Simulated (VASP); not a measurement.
# Al2B3N5 in VASP: notebook, part 2 of 2

VASP 6.6.1.

### Step 3. Single point, PBE

This run uses another cell than the first one, of the same volume but with other edges.

INCAR reads:

```
SYSTEM = Al2B3N5
PREC = Accurate
ENCUT = 520
EDIFF = 1E-6
ISMEAR = 0
SIGMA = 0.1
LREAL = .False.
LASPH = .True.
NELM = 60
ALGO = Normal
ISIF = 2
LWAVE = .False.
LCHARG = .True.
GGA = PE
LELF = .True.
LVHAR = .True.
NBANDS = 31
```

KPOINTS reads:

```
Automatic mesh
0
Gamma
  4 4 4
  0 0 0
```

POSCAR reads:

```
Al2B3N5
1.0
    3.2620360846      0.3694790503     -0.1842450837
   -0.5293846483      4.5223908703     -0.2978646119
   -0.9110278325     -1.9683559403      6.6800183818
Al B N
2 3 5
Direct
    0.0258081762      0.6490676211      0.2455983301
    0.5742362989      0.2034931263      0.3544237436
    0.6995147348      0.8025820226      0.6115828176
    0.7999952151      0.4095847550      0.8000107474
   -0.0995216567      0.9909831625     -0.0115633254
    0.9032787646      0.6747369579      0.9864476000
    0.0076926546      0.2218656117      0.2073544769
    0.5923618996      0.8145391966      0.3926633402
    0.6967413984      0.4883234892      0.6135717998
    0.7999924644      0.0781240571      0.8000104198
```

Potentials or basis: VASP PAW PBE potentials, release 64 (Al, B, N).

Started as:

```
cat potpaw_PBE.64/Al/POTCAR potpaw_PBE.64/B/POTCAR potpaw_PBE.64/N/POTCAR > POTCAR
mpirun -np 1 vasp_std > vasp.out
```

Wall time 59 s (1 thread of Intel Xeon 6975P-C (Granite Rapids), shared host); peak memory 0.25 GiB.

The run converged. Its results:

* Free energy: -80.9274 eV
* Pressure: 0.0 GPa
* Largest force: 0.030 eV/Å
* Band gap on the k mesh: 2.56 eV (least direct gap 3.83 eV)

Forces on the atoms (eV/Å):
```
Al  -0.002  0.001  0.004
Al   0.002  0.000 -0.004
B    0.004 -0.005  0.003
B    0.001 -0.006  0.000
B   -0.002 -0.005 -0.002
N   -0.003 -0.003  0.014
N   -0.001  0.010  0.028
N   -0.001  0.006 -0.030
N    0.003 -0.005 -0.013
N   -0.001  0.007  0.000
```

Stress tensor (GPa, compression positive):
```
-0.25 -0.04 -0.08
-0.04  0.05 -0.01
-0.08 -0.01  0.06
```

Levels at points of the mesh, in eV from the valence-band top:
```
           k point  band 16  band 17  band 18  band 19  band 20  band 21  band 22  band 23  band 24  band 25
(0.00, 0.00, 0.00)    -1.89    -1.34    -1.17    -0.15    -0.01     3.88     4.45     5.34     6.30     7.07
(0.50, 0.00, 0.00)    -2.87    -2.08    -1.81    -1.72    -1.25     2.58     3.93     6.56     6.65     7.46
(0.00, 0.50, 0.00)    -2.58    -1.82    -1.72    -1.47    -0.39     4.52     4.69     6.19     6.76     6.88
(0.50, 0.50, 0.00)    -3.29    -3.06    -2.01    -1.69    -1.36     3.45     4.73     5.52     6.27     6.73
(0.00, 0.00, 0.50)    -2.32    -2.20    -1.48    -0.47    -0.03     4.10     4.78     5.50     6.39     6.81
(0.50, 0.00, 0.50)    -2.88    -2.16    -1.82    -1.72    -1.24     2.59     3.99     6.53     6.66     7.41
(0.00, 0.50, 0.50)    -2.58    -1.82    -1.72    -1.47    -0.39     4.52     4.69     6.19     6.76     6.88
(0.50, 0.50, 0.50)    -3.29    -3.05    -2.01    -1.69    -1.36     3.45     4.73     5.52     6.27     6.73
```

Caveat: the k points lie up to 0.49 Å⁻¹ apart. A k mesh can miss the band edges.

### Step 4. Single point, PBE

INCAR reads:

```
PREC = Accurate
ENCUT = 520
EDIFF = 1E-6
ISMEAR = 0
SIGMA = 0.02
LREAL = False
LASPH = True
NELM = 60
ALGO = Normal
ISIF = 2
LWAVE = False
LCHARG = False
GGA = PE
NBANDS = 31
```

KPOINTS reads:

```
regular mesh
0
Gamma
  6 6 8
```

POSCAR reads:

```
Al2B3N5
1.0
    6.6732750771     -2.2818330521     -0.0520603902
    6.6732750771      2.2818330521     -0.0520603902
   -0.7707829501      0.0000000000      3.1940125653
Al B N
2 3 5
Direct
    0.2034982959      0.3509586988      0.7766809528
    0.6490413012      0.7965017041      0.2233190472
    0.9909360093      0.1975109408      0.0953609364
    0.4095707535      0.5904292465      0.0000000000
    0.8024890592      0.0090639907      0.9046390636
    0.4882441539      0.3252088846      0.9049169911
    0.8146452326      0.7781169914      0.7956409317
    0.2218830086      0.1853547674      0.2043590683
    0.6747911154      0.5117558461      0.0950830089
    0.0781116928      0.9218883072      0.0000000000
```

Started as:

```
cat potpaw_PBE.64/Al/POTCAR potpaw_PBE.64/B/POTCAR potpaw_PBE.64/N/POTCAR > POTCAR
mpirun -np 1 vasp_std > vasp.out
```

It took 3.1 min on 1 thread of Intel Xeon 6975P-C (Granite Rapids), shared host; peak memory 0.39 GiB.

The run converged. Its results:

```yaml
Free_energy: -80.9382 eV
Pressure: -0.1 GPa
Largest_force: 0.030 eV/Å
Band_gap_on_the_k_mesh: 2.55 eV (least direct gap 3.83 eV)
```

Forces in eV/Å, atoms in the order of the input:
```
Al  -0.005  0.003 -0.001
Al   0.005  0.003  0.001
B   -0.003 -0.005 -0.001
B    0.000  0.016  0.000
B    0.003 -0.005  0.001
N   -0.012  0.006 -0.002
N   -0.028 -0.008 -0.007
N    0.028 -0.008  0.007
N    0.012  0.006  0.002
N    0.000 -0.006  0.000
```

Stress tensor (GPa, compression positive):
```
 0.02  0.00  0.05
 0.00  0.05  0.00
 0.05  0.00 -0.27
```

Levels at points of the mesh, in eV from the valence-band top:
```tsv
k point	band 17	band 18	band 19	band 20	band 21	band 22	band 23	band 24
(0.00, 0.00, 0.00)	-1.34	-1.18	-0.15	-0.02	3.88	4.45	5.35	6.31
(0.50, 0.00, 0.00)	-1.82	-1.74	-1.47	-0.39	4.52	4.68	6.21	6.76
(0.50, 0.50, 0.00)	-2.21	-1.49	-0.47	-0.03	4.10	4.78	5.51	6.38
(0.00, 0.00, 0.50)	-2.12	-1.82	-1.73	-1.26	2.57	3.94	6.54	6.64
(0.50, 0.00, 0.50)	-3.07	-2.02	-1.70	-1.37	3.44	4.71	5.50	6.26
(0.50, 0.50, 0.50)	-2.14	-1.82	-1.73	-1.26	2.57	3.95	6.53	6.64
```

A k mesh can miss the band edges.

### Step 5. Relaxation of cell and atoms, PBE

INCAR reads:

```
ALGO     = Normal         # electronic algorithm
EDIFF    = 1E-7           # SCF threshold, eV
EDIFFG   = -0.04          # ionic threshold
ENCUT    = 600            # plane-wave cutoff, eV
GGA      = PE             # functional
IBRION   = 2              # ionic algorithm
ISIF     = 3              # what is computed and relaxed
ISMEAR   = 0              # smearing method
LASPH    = True           # aspherical terms in the spheres
LCHARG   = False          # write CHGCAR
LREAL    = False          # projectors in reciprocal space
LWAVE    = False          # write WAVECAR
NELM     = 100            # most SCF steps
NSW      = 90             # ionic steps
PREC     = Accurate       # precision mode
SIGMA    = 0.1            # smearing width, eV
```

KPOINTS reads:

```
k-points
0
Gamma
  4 4 6
```

POSCAR reads:

```
Al2B3N5
1.0
    6.6425264912     -2.2815011843      0.0000000000
    6.6425264912      2.2815011843      0.0000000000
   -0.7422422817      0.0000000000      3.2031885414
Al B N
2 3 5
Direct
    0.2034675294      0.3509323789      0.7742140613
    0.6490676211      0.7965324706      0.2257859387
    0.9909974434      0.1974179774      0.1005075027
    0.4095785005      0.5904214995      0.0000000000
    0.8025820226      0.0090025566      0.8994924973
    0.4882875963      0.3252630421      0.8967434729
    0.8145093732      0.7781343883      0.7923295829
    0.2218656117      0.1854906268      0.2076704171
    0.6747369579      0.5117124037      0.1032565271
    0.0781179664      0.9218820336      0.0000000000
```

Started as:

```
cat potpaw_PBE.64/Al/POTCAR potpaw_PBE.64/B/POTCAR potpaw_PBE.64/N/POTCAR > POTCAR
mpirun -np 1 vasp_std > vasp.out
```

Run time: 81 s. Hardware: 1 thread of Intel Xeon 6975P-C (Granite Rapids), shared host; peak memory 0.32 GiB.

Results (log left out):

```
Free energy                  : -80.9484 eV
Pressure after relaxing      : -0.2 GPa
Largest force after relaxing : 0.021 eV/Å
Band gap on the k mesh       : 2.56 eV (least direct gap 3.83 eV)
```

Forces in eV/Å, atoms in the order of the input:
```
Al  -0.001  0.001  0.002
Al   0.001  0.001 -0.002
B    0.003  0.007 -0.004
B    0.000  0.008  0.000
B   -0.003  0.007  0.004
N   -0.012  0.002  0.001
N   -0.018 -0.010 -0.003
N    0.018 -0.010  0.003
N    0.012  0.002 -0.001
N    0.000 -0.010  0.000
```

Stress tensor (GPa, compression positive):
```
-0.05  0.00  0.00
 0.00 -0.08  0.00
 0.00  0.00 -0.51
```

Final structure:
```yaml
crystal:
  lattice:
    - [6.64253, -2.28150, 0.00000]
    - [6.64253, 2.28150, 0.00000]
    - [-0.74224, 0.00000, 3.20319]
  atoms:
    - { symbol: Al, position: [0.20347, 0.35093, 0.77421] }
    - { symbol: Al, position: [0.64907, 0.79653, 0.22579] }
    - { symbol: B, position: [0.99100, 0.19742, 0.10051] }
    - { symbol: B, position: [0.40958, 0.59042, 0.00000] }
    - { symbol: B, position: [0.80258, 0.00900, 0.89949] }
    - { symbol: N, position: [0.48829, 0.32526, 0.89674] }
    - { symbol: N, position: [0.81451, 0.77813, 0.79233] }
    - { symbol: N, position: [0.22187, 0.18549, 0.20767] }
    - { symbol: N, position: [0.67474, 0.51171, 0.10326] }
    - { symbol: N, position: [0.07812, 0.92188, 0.00000] }
```

Levels at points of the mesh, in eV from the valence-band top:
| k point | band 16 | band 17 | band 18 | band 19 | band 20 | band 21 | band 22 | band 23 | band 24 | band 25 |
| --- | --- | --- | --- | --- | --- | --- | --- | --- | --- | --- |
| (0.00, 0.00, 0.00) | -1.89 | -1.34 | -1.17 | -0.15 | -0.01 | 3.88 | 4.45 | 5.34 | 6.30 | 7.08 |
| (0.50, 0.00, 0.00) | -2.58 | -1.82 | -1.72 | -1.47 | -0.39 | 4.52 | 4.69 | 6.19 | 6.76 | 6.88 |
| (0.50, 0.50, 0.00) | -2.32 | -2.20 | -1.48 | -0.47 | -0.03 | 4.10 | 4.78 | 5.50 | 6.39 | 6.81 |
| (0.00, 0.00, 0.50) | -2.87 | -2.08 | -1.81 | -1.72 | -1.25 | 2.58 | 3.93 | 6.56 | 6.66 | 7.46 |
| (0.50, 0.00, 0.50) | -3.29 | -3.05 | -2.01 | -1.69 | -1.36 | 3.45 | 4.73 | 5.52 | 6.27 | 6.73 |
| (0.50, 0.50, 0.50) | -2.88 | -2.16 | -1.82 | -1.72 | -1.24 | 2.59 | 3.99 | 6.53 | 6.66 | 7.41 |

Caveat: the relaxation stopped at its first step, so nothing moved. A k mesh can miss the band edges.

### Step 6. Summary

```tsv
task	cell	k mesh	cutoff (eV)	smearing	gap on the mesh (eV)	pressure (GPa)	largest force (eV/Å)
single point	a = 7.023, b = 7.023, c = 3.288 Å, angles 102.3, 102.3, 37.9°, 10 atoms, atomic positions A	4 × 4 × 6	520	gaussian 0.1 eV	2.56	-0.1	0.02
single point	a = 3.288, b = 4.563, c = 7.023 Å, angles 109.0, 102.3, 90.0°, 10 atoms, atomic positions B	4 × 4 × 4	520	gaussian 0.1 eV	2.56	0.0	0.03
single point	a = 7.053, b = 7.053, c = 3.286 Å, angles 103.2, 103.2, 37.8°, 10 atoms, atomic positions C	6 × 6 × 8	520	gaussian 0.02 eV	2.55	-0.1	0.03
relaxation of cell and atoms	relaxed from a = 7.023, b = 7.023, c = 3.288 Å, angles 102.3, 102.3, 37.9°, 10 atoms, atomic positions A	4 × 4 × 6	600	gaussian 0.1 eV	2.56	-0.2	0.02
```

Alike in all rows: level PBE; potentials or basis VASP PAW PBE potentials, release 64 (Al, B, N); no spin polarisation.

Caveats: some runs use coarse meshes; the relaxation stopped at its first step, so nothing moved (at least some runs).

Total energies depend on the potentials used, so only differences within one code and one set of settings carry meaning.
